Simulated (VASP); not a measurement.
# Rh (P6_3/mmc) in VASP: notebook

Runs on Rh. Level: PBE. Tasks: single point.

Everything below comes from runs of VASP 6.6.1. Logs are shortened: lines on timing, memory, paths and dates and some standing lists are left out, and cuts for length are marked.

## Step 1: The cell of the first run

Symmetry: P6_3/mmc, No. 194, hexagonal system. Conventional cell: a = 2.675 Å, b = 2.675 Å, c = 4.338 Å, α = 90.00°, β = 90.00°, γ = 120.00°. Within 3.5 Å of Rh (site symmetry -6m2) lie 12 Rh at 2.66 to 2.68 Å.

## Step 2: Single point, PBE (volume scaled by 0.94)

File INCAR:

```
SYSTEM = Rh
  PREC = Accurate
  ENCUT = 520
  EDIFF = 1E-6
  ISMEAR = -1
  SIGMA = 0.05
  LREAL = .False.
  LASPH = .True.
  NELM = 100
  ALGO = Normal
  ISIF = 2
  LWAVE = .False.
  LCHARG = .True.
  GGA = PE
  LELF = .True.
  LVHAR = .True.
  NBANDS = 22
```

File KPOINTS:

```
Automatic mesh
0
Gamma
  11 11 6
  0 0 0
```

File POSCAR:

```
Rh
1.0
    2.6752291329      0.0000000000      0.0000000000
   -1.3376145665      2.3168163901      0.0000000000
    0.0000000000      0.0000000000      4.3380863070
Rh
2
Direct
    0.3333333333      0.6666666667      0.2500000000
    0.6666666667      0.3333333333      0.7500000000
```

Potentials or basis: VASP PAW PBE potentials, release 64 (Rh_pv).

Command:

```console
$ cat potpaw_PBE.64/Rh_pv/POTCAR > POTCAR
$ mpirun -np 1 vasp_std > vasp.out
```

OUTCAR:

```text
SYSTEM = Rh
   PREC = Accurate
   ENCUT = 520
   EDIFF = 1E-6
   ISMEAR = -1
   LREAL = .False.
   LASPH = .True.
   NELM = 100
   ISIF = 2
   GGA = PE

 ion  position               nearest neighbor table
   1  0.333  0.667  0.250-   2 2.66   2 2.66   2 2.66   2 2.66   2 2.66   2 2.66
   2  0.667  0.333  0.750-   1 2.66   1 2.66   1 2.66   1 2.66   1 2.66   1 2.66

  LATTYP: Found a hexagonal cell.
 ALAT       =     2.6752291329
 C/A-ratio  =     1.6215756077

  Lattice vectors:

 A1 = (   2.6752291329,   0.0000000000,   0.0000000000)
 A2 = (  -1.3376145665,   2.3168163901,   0.0000000000)
 A3 = (   0.0000000000,   0.0000000000,   4.3380863070)

Analysis of symmetry for initial positions (statically):
=====================================================================
 Subroutine PRICEL returns:
 Original cell was already a primitive cell.

 Routine SETGRP: Setting up the symmetry group for a
 hexagonal supercell.

 Subroutine GETGRP returns: Found 24 space group operations
 (whereof 12 operations were pure point group operations)
 out of a pool of 24 trial point group operations.

The static configuration has the point symmetry D_3d.
 The point group associated with its full space group is D_6h.

Analysis of symmetry for dynamics (positions and initial velocities):
=====================================================================
 Subroutine PRICEL returns:
 Original cell was already a primitive cell.

 Routine SETGRP: Setting up the symmetry group for a
 hexagonal supercell.

 Subroutine GETGRP returns: Found 24 space group operations
 (whereof 12 operations were pure point group operations)
 out of a pool of 24 trial point group operations.

The dynamic configuration has the point symmetry D_3d.
 The point group associated with its full space group is D_6h.

 Subroutine INISYM returns: Found 24 space group operations
 (whereof 12 operations are pure point group operations),
 and found     1 'primitive' translations

----------------------------------------------------------------------------------------

                                     Primitive cell

  volume of cell :      26.8875

  direct lattice vectors                    reciprocal lattice vectors
     2.675229133  0.000000000  0.000000000     0.373799757  0.215813390  0.000000000
    -1.337614567  2.316816390  0.000000000     0.000000000  0.431626781  0.000000000
     0.000000000  0.000000000  4.338086307     0.000000000  0.000000000  0.230516391

[... 73 lines left out ...]
 SYSTEM =  Rh
   PREC   = accura    normal or accurate (medium, high low for compatibility)
   ISTART =      0    job   : 0-new  1-cont  2-samecut
   ICHARG =      2    charge: 1-file 2-atom 10-const
   ISPIN  =      1    spin polarized calculation?
   LNONCOLLINEAR =      F non collinear calculations
   LSORBIT =      F    spin-orbit coupling
   LASPH  =      T    aspherical Exc in radial PAW
   ENCUT  =  520.0 eV  38.22 Ry    6.18 a.u.   4.97  4.97  8.07*2*pi/ulx,y,z
   NELM   =    100;   NELMIN=  2; NELMDL= -5     # of ELM steps
   EDIFF  = 0.1E-05   stopping-criterion for ELM
   LREAL  =      F    real-space projection
   EDIFFG = 0.1E-04   stopping-criterion for IOM
   NSW    =      0    number of steps for IOM
   IBRION =     -1    ionic relax: 0-MD 1-quasi-New 2-CG
   NFREE  =      0    steps in history (QN), initial steepest desc. (CG)
   ISIF   =      2    stress and relaxation
   ISYM   =      2    0-nonsym 1-usesym 2-fastsym
   POTIM  = 0.5000    time-step for ionic-motion
   TEBEG  =    0.0;   TEEND  =   0.0 temperature during run
   PSTRESS=    0.0 pullay stress
   NELECT =      30.0000    total number of electrons
   NUPDOWN=      -1.0000    fix difference up-down
   EMIN   =  10.00;   EMAX   =-10.00  energy-range for DOS
   EFERMI =   0.00;   METHOD = LEGACY
   ISMEAR =    -1;   SIGMA  =   0.05  broadening in eV -4-tet -1-fermi 0-gaus
   EFERMI_NEDOS =   21; number of points for ismear=-14 and -15
   IALGO  =     38    algorithm
   IMIX   =      4    mixing-type and parameters
     AMIX     =   0.40;   BMIX     =  1.00
     AMIX_MAG =   1.60;   BMIX_MAG =  1.00
  volume/ion in A,a.u.               =      13.44        90.72
  Fermi-wavevector in a.u.,A,eV,Ry     =   1.697976  3.208710 39.227282  2.883124
  Thomas-Fermi vector in A             =   2.778560
   LORBIT       =      0    0 simple, 1 ext, 2 COOP (PROOUT), +10 PAW based schemes
   GGA     = PE    functional components
   LHFCALC =     F    Hartree Fock is set to
   AEXX    =    0.0000 exact exchange contribution
   IVDW    =     0    specifies the selected vdW correction
   LEPSILON=     F    determine dielectric tensor
   LRPA    =     F    only Hartree local field effects (RPA)
 non-spin polarized calculation
  energy-cutoff  :      520.00
  volume of cell :       26.89
 maximum number of plane-waves:       752
 NGX is ok and might be reduce to    20
   NGX =  9   NGY =  9   NGZ = 17

 number of electron      30.0000002 magnetization

 Free energy of the ion-electron system (eV)
  ---------------------------------------------------
  ext. energy  EPLUGINS =         0.00000000
  ---------------------------------------------------
  free energy    TOTEN  =       -14.39451042 eV

  energy without entropy =      -14.36735018  energy(sigma->0) =      -14.38093030

 E-fermi :  12.4092     XC(G=0): -14.1755

 val. band max:       12.3941082344   @ k =   0.3636   0.1818   0.3333
 cond. band min:      12.4151041668   @ k =   0.0909   0.0909   0.3333
 fundamental gap:      0.0209959324
 Fermi energy:        12.4092209727

 k-point     1 :       0.0000    0.0000    0.0000
  band No.  band energies     occupation
      1     -34.8889      2.00000
      2     -34.1870      2.00000
      3     -34.1870      2.00000
      4     -34.0839      2.00000
      5     -34.0735      2.00000
      6     -34.0735      2.00000
[... 589 lines left out ...]
     21      28.8802      0.00000
     22      30.0000      0.00000

 [... further k-points ...]
[... 5 lines left out ...]
  --------------------------------------------------------------------------------------
  -------------------------------------------------------------------------------------
  Total        2.3691911      2.3691911      2.2036666     -0.0000000      0.0000000      0.0000000
  in kB      141.1756813    141.1756813    131.3123813     -0.0000000      0.0000000      0.0000000
  external PRESSURE =     137.8879147 kB  Pullay stress =       0.0000000 kB

 VOLUME and BASIS-vectors are now :
 -----------------------------------------------------------------------------
  energy-cutoff  :      520.00
  volume of cell :       26.89
      direct lattice vectors                 reciprocal lattice vectors
     2.675229133  0.000000000  0.000000000     0.373799757  0.215813390  0.000000000
    -1.337614567  2.316816390  0.000000000     0.000000000  0.431626781  0.000000000
     0.000000000  0.000000000  4.338086307     0.000000000  0.000000000  0.230516391

 POSITION                                       TOTAL-FORCE (eV/Angst)
 -----------------------------------------------------------------------------------
     -0.00000      1.54454      1.08452         0.000000     -0.000000      0.000000
      1.33761      0.77227      3.25356        -0.000000      0.000000      0.000000
 -----------------------------------------------------------------------------------
    total drift:                               -0.000000      0.000000     -0.000000

  FREE ENERGIE OF THE ION-ELECTRON SYSTEM (eV)
  ---------------------------------------------------
  free  energy   TOTEN  =       -14.3945104242 eV

  energy  without entropy=      -14.3673501764  energy(sigma->0) =      -14.38093030
```

Wall time 18 s (1 thread of Intel Xeon Platinum 8259CL at 2.50GHz (Skylake/Cascade Lake), shared host); peak memory 0.15 GiB.

Results:

| Property | Result |
| --- | --- |
| Free energy | -14.3945 eV |
| Pressure | 13.8 GPa |
| Band gap on the k mesh | zero (band 15 reaches 13.06 eV, above the bottom of band 16 at 10.62 eV) |

## Step 3: Single point, PBE (volume scaled by 0.96)

File INCAR:

```
  ALGO = Normal
  EDIFF = 1E-6
  ENCUT = 520
  GGA = PE
  ISIF = 2
  ISMEAR = -1
  LASPH = True
  LCHARG = True
  LELF = True
  LREAL = False
  LVHAR = True
  LWAVE = False
  NBANDS = 22
  NELM = 100
  PREC = Accurate
  SIGMA = 0.05
```

File KPOINTS:

```
k-points
0
Gamma
  11 11 6
```

File POSCAR:

```
Rh
1.0
    2.6940693954      0.0000000000      0.0000000000
   -1.3470346977      2.3331325361      0.0000000000
    0.0000000000      0.0000000000      4.3686372171
Rh
2
Direct
    0.3333333333      0.6666666667      0.2500000000
    0.6666666667      0.3333333333      0.7500000000
```

Potentials or basis: VASP PAW PBE potentials, release 64 (Rh_pv).

Command:

```console
$ cat potpaw_PBE.64/Rh_pv/POTCAR > POTCAR
$ mpirun -np 1 vasp_std > vasp.out
```

OUTCAR:

```text
EDIFF = 1E-6
   ENCUT = 520
   GGA = PE
   ISIF = 2
   ISMEAR = -1
   LASPH = True
   LREAL = False
   NELM = 100
   PREC = Accurate

 ion  position               nearest neighbor table
   1  0.333  0.667  0.250-   2 2.68   2 2.68   2 2.68   2 2.68   2 2.68   2 2.68
   2  0.667  0.333  0.750-   1 2.68   1 2.68   1 2.68   1 2.68   1 2.68   1 2.68

  LATTYP: Found a hexagonal cell.
 ALAT       =     2.6940693954
 C/A-ratio  =     1.6215756077

  Lattice vectors:

 A1 = (   2.6940693954,   0.0000000000,   0.0000000000)
 A2 = (  -1.3470346977,   2.3331325361,   0.0000000000)
 A3 = (   0.0000000000,   0.0000000000,   4.3686372171)

Analysis of symmetry for initial positions (statically):
=====================================================================
 Subroutine PRICEL returns:
 Original cell was already a primitive cell.

 Routine SETGRP: Setting up the symmetry group for a
 hexagonal supercell.

 Subroutine GETGRP returns: Found 24 space group operations
 (whereof 12 operations were pure point group operations)
 out of a pool of 24 trial point group operations.

[... 159 lines left out ...]
  ---------------------------------------------------
  free energy    TOTEN  =       -14.43238653 eV

  energy without entropy =      -14.40425192  energy(sigma->0) =      -14.41831923

 E-fermi :  12.0139     XC(G=0): -14.0391

 val. band max:       12.0000488454   @ k =   0.3636   0.1818   0.3333
 cond. band min:      12.0181347905   @ k =   0.0909   0.0909   0.3333
 fundamental gap:      0.0180859451
 Fermi energy:        12.0139485108

 k-point     1 :       0.0000    0.0000    0.0000
  band No.  band energies     occupation
      1     -35.1884      2.00000
      2     -34.5348      2.00000
      3     -34.5348      2.00000
      4     -34.4399      2.00000
      5     -34.4288      2.00000
      6     -34.4288      2.00000
[... 589 lines left out ...]
     21      28.2788      0.00000
     22      29.4979      0.00000

 [... further k-points ...]

------------------------ aborting loop because EDIFF is reached ----------------------------------------

  FORCE on cell =-STRESS in cart. coord.  units (eV):
  Direction    XX          YY          ZZ          XY          YZ          ZX
  --------------------------------------------------------------------------------------
  -------------------------------------------------------------------------------------
  Total        1.3156173      1.3156173      1.1290817      0.0000000     -0.0000000     -0.0000000
  in kB       76.7619456     76.7619457     65.8782091      0.0000000     -0.0000000     -0.0000000
  external PRESSURE =      73.1340335 kB  Pullay stress =       0.0000000 kB

 VOLUME and BASIS-vectors are now :
 -----------------------------------------------------------------------------
  energy-cutoff  :      520.00
  volume of cell :       27.46
      direct lattice vectors                 reciprocal lattice vectors
     2.694069395  0.000000000  0.000000000     0.371185687  0.214304156  0.000000000
    -1.347034698  2.333132536  0.000000000     0.000000000  0.428608313  0.000000000
     0.000000000  0.000000000  4.368637217     0.000000000  0.000000000  0.228904336

 POSITION                                       TOTAL-FORCE (eV/Angst)
 -----------------------------------------------------------------------------------
     -0.00000      1.55542      1.09216        -0.000000      0.000000      0.000000
      1.34703      0.77771      3.27648         0.000000      0.000000      0.000000
 -----------------------------------------------------------------------------------
    total drift:                                0.000000     -0.000000      0.000000

  FREE ENERGIE OF THE ION-ELECTRON SYSTEM (eV)
  ---------------------------------------------------
  free  energy   TOTEN  =       -14.4323865295 eV

  energy  without entropy=      -14.4042519220  energy(sigma->0) =      -14.41831923
```

OSZICAR:

```text
N       E                     dE             d eps       ncg     rms          rms(c)
DAV:   1     0.331447455454E+03    0.33145E+03   -0.19040E+04  2816   0.159E+03
DAV:   2    -0.806266142890E+01   -0.33951E+03   -0.32760E+03  2948   0.477E+02
DAV:   3    -0.153419669067E+02   -0.72793E+01   -0.72401E+01  3278   0.783E+01
DAV:   4    -0.153907421234E+02   -0.48775E-01   -0.48771E-01  3178   0.649E+00
DAV:   5    -0.153915153310E+02   -0.77321E-03   -0.77320E-03  3320   0.834E-01    0.146E+01
DAV:   6    -0.144735157317E+02    0.91800E+00   -0.20653E+00  3032   0.155E+01    0.523E+00
DAV:   7    -0.144385284814E+02    0.34987E-01   -0.56411E-02  3260   0.218E+00    0.226E+00
DAV:   8    -0.144327998621E+02    0.57286E-02   -0.91378E-03  2918   0.108E+00    0.399E-01
DAV:   9    -0.144323817640E+02    0.41810E-03   -0.32901E-04  3248   0.213E-01    0.193E-02
DAV:  10    -0.144323870002E+02   -0.52362E-05   -0.76063E-06  3256   0.284E-02    0.549E-03
DAV:  11    -0.144323865295E+02    0.47071E-06   -0.81767E-07  1978   0.952E-03
   1 F= -.14432387E+02 E0= -.14418319E+02  d E =-.281346E-01
```

It took 20 s on 1 thread of Intel Xeon Platinum 8259CL at 2.50GHz (Skylake/Cascade Lake), shared host; peak memory 0.15 GiB.

Results:

```
Free energy            : -14.4324 eV
Pressure               : 7.3 GPa
Band gap on the k mesh : zero (band 15 reaches 12.64 eV, above the bottom of band 16 at 10.28 eV)
```

Stress tensor (GPa, compression positive):
```
7.68 0.00 0.00
0.00 7.68 0.00
0.00 0.00 6.59
```

## Step 4: Single point, PBE (volume scaled by 0.98)

File INCAR:

```
PREC = Accurate
ENCUT = 520
EDIFF = 1E-7
ISMEAR = -1
SIGMA = 0.05
LREAL = F
LASPH = T
NELM = 80
ALGO = Normal
ISIF = 2
LWAVE = F
LCHARG = F
GGA = PE
NBANDS = 22
```

File KPOINTS:

```
Automatic mesh
0
Gamma
  11 11 6
```

File POSCAR:

```
Rh
1.0
    2.7126497715      0.0000000000      0.0000000000
   -1.3563248858      2.3492236138      0.0000000000
    0.0000000000      0.0000000000      4.3987667018
Rh
2
Direct
    0.3333333333      0.6666666667      0.2500000000
    0.6666666667      0.3333333333      0.7500000000
```

Command:

```console
$ cat potpaw_PBE.64/Rh_pv/POTCAR > POTCAR
$ mpirun -np 1 vasp_std > vasp.out
```

Wall time 25 s (1 thread of Intel Xeon Platinum 8259CL at 2.50GHz (Skylake/Cascade Lake), shared host); peak memory 0.16 GiB.

It converged, with:

| Item | Value |
| --- | --- |
| Free energy | -14.4485 eV |
| Pressure | 1.6 GPa |
| Band gap on the k mesh | zero (band 15 reaches 12.24 eV, above the bottom of band 16 at 9.96 eV) |

Stress tensor (GPa, compression positive):
```
2.02 0.00 0.00
0.00 2.02 0.00
0.00 0.00 0.82
```

Levels at points of the mesh, in eV from the Fermi level:
| k point | band 13 | band 14 | band 15 | band 16 | band 17 | band 18 |
| --- | --- | --- | --- | --- | --- | --- |
| (0.00, 0.00, 0.00) | -2.43 | -1.83 | -1.83 | 0.14 | 0.14 | 0.73 |
| (0.00, 0.00, 0.50) | -3.04 | -3.04 | -0.42 | -0.42 | -0.42 | -0.42 |

## Step 5: Summary

```csv
cell,gap on the mesh (eV),pressure (GPa)
"a = 2.675, b = 2.675, c = 4.338 Å, angles 90.0, 90.0, 120.0°, 2 atoms",none,13.8
"a = 2.694, b = 2.694, c = 4.369 Å, angles 90.0, 90.0, 120.0°, 2 atoms",none,7.3
"a = 2.713, b = 2.713, c = 4.399 Å, angles 90.0, 90.0, 120.0°, 2 atoms",none,1.6
```

Alike in all rows: task single point; level PBE; potentials or basis VASP PAW PBE potentials, release 64 (Rh_pv); no spin polarisation; k mesh 11 × 11 × 6; cutoff (eV) 520; smearing fermi-dirac 0.05 eV.

Total energies depend on the potentials used, so only differences within one code and one set of settings carry meaning.
